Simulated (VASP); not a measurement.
# LiRe2 (Fd-3m) in VASP: further runs

Runs on LiRe2. Level: PBE. Tasks: single point, relaxation of cell and atoms.

Program: VASP 6.6.1. These are calculated values, not measurements. Logs are shortened: lines on timing, memory, paths and dates and some standing lists are left out, and cuts for length are marked.

### 1 The cell of the first run

It takes space group Fd-3m (No. 227, cubic). Conventional cell: a = 7.335 Å, b = 7.335 Å, c = 7.335 Å, α = 90.00°, β = 90.00°, γ = 90.00°. Within 4.0 Å of Li (site symmetry -43m) lie 12 Re at 3.04 Å and 4 Li at 3.18 Å. Within 3.4 Å of Re (site symmetry -3m) lie 6 Re at 2.59 Å and 6 Li at 3.04 Å.

### 2 Single point, PBE

Input file INCAR:

```
SYSTEM = LiRe2
  PREC = Accurate
  ENCUT = 520
  EDIFF = 1E-7
  ISMEAR = 0
  SIGMA = 0.1
  LREAL = .False.
  LASPH = .True.
  NELM = 60
  ALGO = Normal
  ISIF = 2
  LWAVE = .False.
  LCHARG = .False.
  GGA = PE
  NBANDS = 26
```

Input file KPOINTS:

```
Automatic mesh
0
Gamma
  4 4 4
  0 0 0
```

Input file POSCAR:

```
LiRe2
1.0
    0.0000000000      3.6675836049      3.6675836049
    3.6675836049      0.0000000000      3.6675836049
    3.6675836049      3.6675836049      0.0000000000
Li Re
2 4
Direct
    0.0000000000      0.0000000000      0.0000000000
    0.2500000000      0.2500000000      0.2500000000
    0.6250000000      0.6250000000      0.6250000000
    0.1250000000      0.6250000000      0.6250000000
    0.6250000000      0.1250000000      0.6250000000
    0.6250000000      0.6250000000      0.1250000000
```

Potentials or basis: VASP PAW PBE potentials, release 64 (Li_sv, Re).

On the command line:

```sh
cat potpaw_PBE.64/Li_sv/POTCAR potpaw_PBE.64/Re/POTCAR > POTCAR
mpirun -np 1 vasp_std > vasp.out
```

OUTCAR:

```text
SYSTEM = LiRe2
   PREC = Accurate
   ENCUT = 520
   EDIFF = 1E-7
   ISMEAR = 0
   LREAL = .False.
   LASPH = .True.
   NELM = 60
   ISIF = 2
   GGA = PE

 ion  position               nearest neighbor table
   1  0.000  0.000  0.000-
   2  0.250  0.250  0.250-
   3  0.625  0.625  0.625-   4 2.59   5 2.59   6 2.59   6 2.59   5 2.59   4 2.59
   4  0.125  0.625  0.625-   3 2.59   6 2.59   5 2.59   3 2.59   5 2.59   6 2.59
   5  0.625  0.125  0.625-   3 2.59   6 2.59   3 2.59   4 2.59   6 2.59   4 2.59
   6  0.625  0.625  0.125-   3 2.59   3 2.59   4 2.59   5 2.59   5 2.59   4 2.59

  LATTYP: Found a face centered cubic cell.
 ALAT       =     7.3351672098

  Lattice vectors:

 A1 = (   0.0000000000,   3.6675836049,   3.6675836049)
 A2 = (   3.6675836049,   0.0000000000,   3.6675836049)
 A3 = (   3.6675836049,   3.6675836049,   0.0000000000)

Analysis of symmetry for initial positions (statically):
=====================================================================
 Subroutine PRICEL returns:
 Original cell was already a primitive cell.

 Routine SETGRP: Setting up the symmetry group for a
 face centered cubic supercell.

 Subroutine GETGRP returns: Found 48 space group operations
 (whereof 24 operations were pure point group operations)
 out of a pool of 48 trial point group operations.

The static configuration has the point symmetry T_d .
 The point group associated with its full space group is O_h .

Analysis of symmetry for dynamics (positions and initial velocities):
=====================================================================
 Subroutine PRICEL returns:
 Original cell was already a primitive cell.

 Routine SETGRP: Setting up the symmetry group for a
 face centered cubic supercell.

 Subroutine GETGRP returns: Found 48 space group operations
 (whereof 24 operations were pure point group operations)
 out of a pool of 48 trial point group operations.

The dynamic configuration has the point symmetry T_d .
 The point group associated with its full space group is O_h .

 Subroutine INISYM returns: Found 48 space group operations
 (whereof 24 operations are pure point group operations),
 and found     1 'primitive' translations

[... 84 lines left out ...]
   NELM   =     60;   NELMIN=  2; NELMDL= -5     # of ELM steps
   EDIFF  = 0.1E-06   stopping-criterion for ELM
   LREAL  =      F    real-space projection
   EDIFFG = 0.1E-05   stopping-criterion for IOM
   NSW    =      0    number of steps for IOM
   IBRION =     -1    ionic relax: 0-MD 1-quasi-New 2-CG
   NFREE  =      0    steps in history (QN), initial steepest desc. (CG)
   ISIF   =      2    stress and relaxation
   ISYM   =      2    0-nonsym 1-usesym 2-fastsym
   POTIM  = 0.5000    time-step for ionic-motion
   TEBEG  =    0.0;   TEEND  =   0.0 temperature during run
   PSTRESS=    0.0 pullay stress
   NELECT =      34.0000    total number of electrons
   NUPDOWN=      -1.0000    fix difference up-down
   EMIN   =  10.00;   EMAX   =-10.00  energy-range for DOS
   EFERMI =   0.00;   METHOD = LEGACY
   ISMEAR =     0;   SIGMA  =   0.10  broadening in eV -4-tet -1-fermi 0-gaus
   EFERMI_NEDOS =   21; number of points for ismear=-14 and -15
   IALGO  =     38    algorithm
   IMIX   =      4    mixing-type and parameters
     AMIX     =   0.40;   BMIX     =  1.00
     AMIX_MAG =   1.60;   BMIX_MAG =  1.00
  volume/ion in A,a.u.               =      16.44       110.97
  Fermi-wavevector in a.u.,A,eV,Ry     =   1.147742  2.168919 17.923128  1.317313
  Thomas-Fermi vector in A             =   2.284421
   LORBIT       =      0    0 simple, 1 ext, 2 COOP (PROOUT), +10 PAW based schemes
   GGA     = PE    functional components
   LHFCALC =     F    Hartree Fock is set to
   AEXX    =    0.0000 exact exchange contribution
   IVDW    =     0    specifies the selected vdW correction
   LEPSILON=     F    determine dielectric tensor
   LRPA    =     F    only Hartree local field effects (RPA)
 non-spin polarized calculation
 Gauss-broadening in eV      SIGMA  =   0.10
  energy-cutoff  :      520.00
  volume of cell :       98.67
 maximum number of plane-waves:      2698
 NGX is ok and might be reduce to    40
   NGX = 19   NGY = 19   NGZ = 19

 number of electron      34.0000009 magnetization

 Free energy of the ion-electron system (eV)
  ---------------------------------------------------
  ext. energy  EPLUGINS =         0.00000000
  ---------------------------------------------------
  free energy    TOTEN  =       -50.51175340 eV

  energy without entropy =      -50.49113977  energy(sigma->0) =      -50.50144658

 E-fermi :   4.4870     XC(G=0): -11.2455

 val. band max:        4.4657146696   @ k =   0.2500   0.0000   0.0000
 cond. band min:       4.5524009537   @ k =   0.2500   0.2500   0.0000
 fundamental gap:      0.0866862841
 Fermi energy:         4.4870073432

 k-point     1 :       0.0000    0.0000    0.0000
  band No.  band energies     occupation
      1     -40.4023      2.00000
      2     -40.3938      2.00000
      3      -4.2716      2.00000
      4      -1.2647      2.00000
      5      -0.6896      2.00000
      6      -0.6896      2.00000
[... 221 lines left out ...]
     25       8.0086      0.00000
     26       8.0086      0.00000

------------------------ aborting loop because EDIFF is reached ----------------------------------------

  FORCE on cell =-STRESS in cart. coord.  units (eV):
  Direction    XX          YY          ZZ          XY          YZ          ZX
  --------------------------------------------------------------------------------------
  -------------------------------------------------------------------------------------
  Total       -0.6092355     -0.6092355     -0.6092355     -0.0000000     -0.0000000      0.0000000
  in kB       -9.8929484     -9.8929484     -9.8929484     -0.0000000     -0.0000000      0.0000000
  external PRESSURE =      -9.8929484 kB  Pullay stress =       0.0000000 kB

 VOLUME and BASIS-vectors are now :
 -----------------------------------------------------------------------------
  energy-cutoff  :      520.00
  volume of cell :       98.67
      direct lattice vectors                 reciprocal lattice vectors
     0.000000000  3.667583605  3.667583605    -0.136329544  0.136329544  0.136329544
     3.667583605  0.000000000  3.667583605     0.136329544 -0.136329544  0.136329544
     3.667583605  3.667583605  0.000000000     0.136329544  0.136329544 -0.136329544

 POSITION                                       TOTAL-FORCE (eV/Angst)
 -----------------------------------------------------------------------------------
      0.00000      0.00000      0.00000        -0.000000     -0.000000     -0.000000
      1.83379      1.83379      1.83379         0.000000     -0.000000      0.000000
      4.58448      4.58448      4.58448        -0.000000      0.000000      0.000000
      4.58448      2.75069      2.75069        -0.000000      0.000000      0.000000
      2.75069      4.58448      2.75069        -0.000000      0.000000      0.000000
      2.75069      2.75069      4.58448        -0.000000      0.000000      0.000000
 -----------------------------------------------------------------------------------
    total drift:                                0.000000      0.000000      0.000000

  FREE ENERGIE OF THE ION-ELECTRON SYSTEM (eV)
  ---------------------------------------------------
  free  energy   TOTEN  =       -50.5117533966 eV

  energy  without entropy=      -50.4911397731  energy(sigma->0) =      -50.50144658
```

OSZICAR:

```text
N       E                     dE             d eps       ncg     rms          rms(c)
DAV:   1     0.191217514629E+03    0.19122E+03   -0.13678E+04   790   0.155E+03
DAV:   2    -0.167422047218E+02   -0.20796E+03   -0.19104E+03   760   0.685E+02
DAV:   3    -0.472777344576E+02   -0.30536E+02   -0.26733E+02   802   0.305E+02
DAV:   4    -0.524100314112E+02   -0.51323E+01   -0.48291E+01   794   0.968E+01
DAV:   5    -0.534441029312E+02   -0.10341E+01   -0.10243E+01   824   0.244E+01    0.532E+01
DAV:   6    -0.509434292527E+02    0.25007E+01   -0.78883E+00   804   0.430E+01    0.186E+01
DAV:   7    -0.505512757033E+02    0.39215E+00   -0.15136E+00   814   0.180E+01    0.263E+00
DAV:   8    -0.505115903104E+02    0.39685E-01   -0.16398E-01   816   0.351E+00    0.250E-01
DAV:   9    -0.505117268456E+02   -0.13654E-03   -0.15114E-02   784   0.145E+00    0.150E-01
DAV:  10    -0.505117245934E+02    0.22522E-05   -0.26573E-03   800   0.428E-01    0.373E-02
DAV:  11    -0.505117466491E+02   -0.22056E-04   -0.22599E-04   784   0.186E-01    0.248E-02
DAV:  12    -0.505117529750E+02   -0.63259E-05   -0.38854E-05   792   0.551E-02    0.471E-03
DAV:  13    -0.505117526285E+02    0.34651E-06   -0.66877E-06   784   0.317E-02    0.172E-03
DAV:  14    -0.505117533321E+02   -0.70359E-06   -0.78111E-07   696   0.769E-03    0.497E-04
DAV:  15    -0.505117533966E+02   -0.64470E-07   -0.66448E-08   496   0.404E-03
   1 F= -.50511753E+02 E0= -.50501447E+02  d E =-.206136E-01
```

stdout:

```text
POSCAR found type information on POSCAR LiRe
 POSCAR found :  2 types and       6 ions
 scaLAPACK will be used
 LDA part: xc-table for (Slater+PW92), standard interpolation
 POSCAR, INCAR and KPOINTS ok, starting setup
 FFT: planning ... GRIDC
 FFT: planning ... GRID_SOFT
 FFT: planning ... GRID
 WAVECAR not read
 entering main loop
```

It took 34 s on 1 thread of AMD EPYC 7R43 (Zen 3), shared host; peak memory 0.19 GiB.

Results:

* Free energy: -50.5118 eV
* Band gap on the k mesh: zero (band 17 reaches 6.13 eV, above the bottom of band 18 at 3.67 eV)

Caveat: the k points lie up to 0.37 Å⁻¹ apart; the cutoff is under 1.25 times the usual one of these potentials, so pressure, stress and relaxed cells hold a basis-set (Pulay) error; spin-orbit coupling is left out, which moves the levels of the heavy elements.

### 3 Relaxation of cell and atoms, PBE

This run uses another cell than the first one, of 14.38 Å³/atom, 0.874 times its volume.

Input file INCAR:

```
PREC = Accurate ; ENCUT = 600
EDIFF = 1E-6 ; ISMEAR = 0
SIGMA = 0.1 ; LREAL = False
LASPH = True ; NELM = 80
ALGO = Normal ; ISIF = 3
LWAVE = False ; LCHARG = False
GGA = PE ; IBRION = 2
NSW = 90 ; EDIFFG = -0.04
```

Input file KPOINTS:

```
regular mesh
0
Gamma
  4 4 4
```

POSCAR, as its differences from that of step 2:

```diff
@@ -2,5 +2,5 @@
 1.0
-    0.0000000000      3.6675836049      3.6675836049
-    3.6675836049      0.0000000000      3.6675836049
-    3.6675836049      3.6675836049      0.0000000000
+    0.0000000000      3.5071054900      3.5071054900
+    3.5071054900      0.0000000000      3.5071054900
+    3.5071054900      3.5071054900      0.0000000000
 Li Re
```

Potentials or basis: VASP PAW PBE potentials, release 64 (Li_sv, Re).

On the command line:

```sh
cat potpaw_PBE.64/Li_sv/POTCAR potpaw_PBE.64/Re/POTCAR > POTCAR
mpirun -np 1 vasp_std > vasp.out
```

It took 94 s on 1 thread of AMD EPYC 7R43 (Zen 3), shared host; peak memory 0.22 GiB.

The run converged. Its results:

* Free energy: -50.5078 eV
* Relaxed volume: 16.38 Å³/atom
* Relaxed cell: a = 5.180 Å, b = 5.180 Å, c = 5.180 Å, α = 60.00°, β = 60.00°, γ = 60.00°
* Space group after relaxing (to 0.05 Å): Fd-3m (No. 227)
* Energy gained by relaxing: 173.1 meV/atom
* Ionic steps: 4
* Pressure after relaxing: -0.3 GPa
* Band gap on the k mesh: zero (band 17 reaches 6.17 eV, above the bottom of band 18 at 3.70 eV)

Step by step:
| step | energy change (eV) | largest force (eV/Å) | pressure (GPa) | volume (Å³) |
| --- | --- | --- | --- | --- |
| 1 | 0.0000 | 0.0000 | 31.42 | 86.27 |
| 2 | 1.9297 | 0.0000 | -26.53 | 126.49 |
| 3 | -1.0326 | 0.0000 | -1.86 | 99.16 |
| 4 | -1.0384 | 0.0000 | -0.30 | 98.30 |

Final structure:
```xyz
6
Lattice="0.0000 3.6630 3.6630 3.6630 0.0000 3.6630 3.6630 3.6630 0.0000" Properties=species:S:1:pos:R:3 pbc="T T T"
Li    0.0000    0.0000    0.0000
Li    1.8315    1.8315    1.8315
Re    4.5788    4.5788    4.5788
Re    4.5788    2.7473    2.7473
Re    2.7473    4.5788    2.7473
Re    2.7473    2.7473    4.5788
```

Levels at points of the mesh, in eV from the Fermi level:
| k point | band 14 | band 15 | band 16 | band 17 | band 18 | band 19 | band 20 | band 21 |
| --- | --- | --- | --- | --- | --- | --- | --- | --- |
| (0.00, 0.00, 0.00) | 1.64 | 1.64 | 1.65 | 1.65 | 1.65 | 2.04 | 2.06 | 2.06 |
| (0.50, 0.00, 0.00) | -1.71 | -1.28 | -1.28 | -0.76 | -0.76 | 1.48 | 1.58 | 1.58 |
| (0.50, 0.50, 0.00) | -1.85 | -1.09 | -1.09 | -0.82 | -0.82 | -0.46 | -0.46 | 1.61 |

Caveat: the k points lie up to 0.37 Å⁻¹ apart in the final cell; the cutoff is under 1.25 times the usual one of these potentials, so pressure, stress and relaxed cells hold a basis-set (Pulay) error; spin-orbit coupling is left out, which moves the levels of the heavy elements.

### 4 Single point, PBE

Input file INCAR:

```
SYSTEM = LiRe2
PREC = Accurate
ENCUT = 520
EDIFF = 1E-6
ISMEAR = 0
SIGMA = 0.1
LREAL = .FALSE.
LASPH = .TRUE.
NELM = 100
ALGO = Normal
ISIF = 2
LWAVE = .FALSE.
LCHARG = .FALSE.
GGA = PE
NBANDS = 26
```

Input file KPOINTS:

```
regular mesh
0
G
  10 10 10
  0 0 0
```

Input file POSCAR:

```
LiRe2
1.0
    0.0000000000      3.6699587663      3.6699587663
    3.6699587663      0.0000000000      3.6699587663
    3.6699587663      3.6699587663      0.0000000000
Li Re
2 4
Direct
    0.5000000000      0.5000000000      0.5000000000
    0.7500000000      0.7500000000      0.7500000000
    0.1250000000      0.1250000000      0.1250000000
    0.6250000000      0.1250000000      0.1250000000
    0.1250000000      0.6250000000      0.1250000000
    0.1250000000      0.1250000000      0.6250000000
```

On the command line:

```sh
cat potpaw_PBE.64/Li_sv/POTCAR potpaw_PBE.64/Re/POTCAR > POTCAR
mpirun -np 1 vasp_std > vasp.out
```

It took 72 s on 1 thread of Intel Xeon 6975P-C (Granite Rapids), shared host; peak memory 0.28 GiB.

The run converged. Its results:

```yaml
Free_energy: -50.4044 eV
Band_gap_on_the_k_mesh: zero (band 17 reaches 6.10 eV, above the bottom of band 18 at 3.63 eV)
```

Levels at points of the mesh, in eV from the Fermi level:
| k point | band 15 | band 16 | band 17 | band 18 | band 19 | band 20 |
| --- | --- | --- | --- | --- | --- | --- |
| (0.00, 0.00, 0.00) | 1.57 | 1.61 | 1.61 | 1.61 | 1.94 | 1.94 |
| (0.50, 0.00, 0.00) | -1.31 | -1.31 | -0.80 | -0.80 | 1.42 | 1.53 |
| (0.50, 0.50, 0.00) | -1.13 | -1.13 | -0.86 | -0.86 | -0.49 | -0.49 |

Caveat: the cutoff is under 1.25 times the usual one of these potentials, so pressure, stress and relaxed cells hold a basis-set (Pulay) error; spin-orbit coupling is left out, which moves the levels of the heavy elements.

### 5 The runs side by side

| task | cell | k mesh | cutoff (eV) | gap on the mesh (eV) |
| --- | --- | --- | --- | --- |
| single point | a = 5.187 Å, angles 60.0°, 6 atoms | 4 × 4 × 4 | 520 | none |
| relaxation of cell and atoms | relaxed from a = 4.960 Å, angles 60.0°, 6 atoms | 4 × 4 × 4 | 600 | none |
| single point | a = 5.190 Å, angles 60.0°, 6 atoms | 10 × 10 × 10 | 520 | none |

Alike in all rows: level PBE; potentials or basis VASP PAW PBE potentials, release 64 (Li_sv, Re); no spin polarisation; smearing gaussian 0.1 eV.

Caveats: some runs use coarse meshes; the cutoff is under 1.25 times the usual one of these potentials, so pressure, stress and relaxed cells hold a basis-set (Pulay) error; spin-orbit coupling is left out, which moves the levels of the heavy elements.

Absolute energies hang on the potentials; compare differences alone.
